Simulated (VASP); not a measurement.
Runs of VASP 6.6.1 on AlCo. The structure is that of space group Pm-3m (No. 221), or close to it. The cells are those of the table. 

```tsv
cell	further INCAR settings	gap on the mesh (eV)	pressure (GPa)
a = 2.923, b = 2.852, c = 2.852 Å, 2 atoms	ALGO = Fast; EDIFF = 1e-06; NBANDS = 13	none	-4.4
a = 2.781, b = 2.852, c = 2.852 Å, 2 atoms	ALGO = Fast; EDIFF = 1e-06; NBANDS = 13	none	4.6
a = 3.066, b = 2.852, c = 2.852 Å, 2 atoms	ALGO = Fast; EDIFF = 1e-06; NBANDS = 13	none	(a)
a = 2.994, b = 2.852, c = 2.852 Å, 2 atoms	ALGO = Fast; EDIFF = 1e-07; NBANDS = 13	none	-7.7
a = 2.709, b = 2.852, c = 2.852 Å, 2 atoms	ALGO = Fast; EDIFF = 1e-06; NBANDS = 13	none	10.3
a = 2.638, b = 2.852, c = 2.852 Å, 2 atoms	ALGO = Fast; EDIFF = 1e-07; NBANDS = 13	none	(b)
```

Alike in all rows: task single point; level PBE; potentials or basis VASP PAW PBE potentials, release 64 (Al, Co); no spin polarisation; k mesh 22 × 22 × 22; cutoff (eV) 520; smearing gaussian 0.15 eV.

Estimate the missing entries.

(a) -10.7; (b) 17.4.

Caveats: the run has no spin polarisation, though such a crystal can be magnetic; the cell stands under tension (at least some runs); the stress differs along the axes, from 3 to 8 GPa (at least some runs); the stress differs along the axes, from -15 to -9 GPa (at least some runs); the stress differs along the axes, from 6 to 18 GPa (at least some runs); the stress differs along the axes, from 11 to 31 GPa (at least some runs).

A gap of «none» marks levels without a gap at the run's occupations.
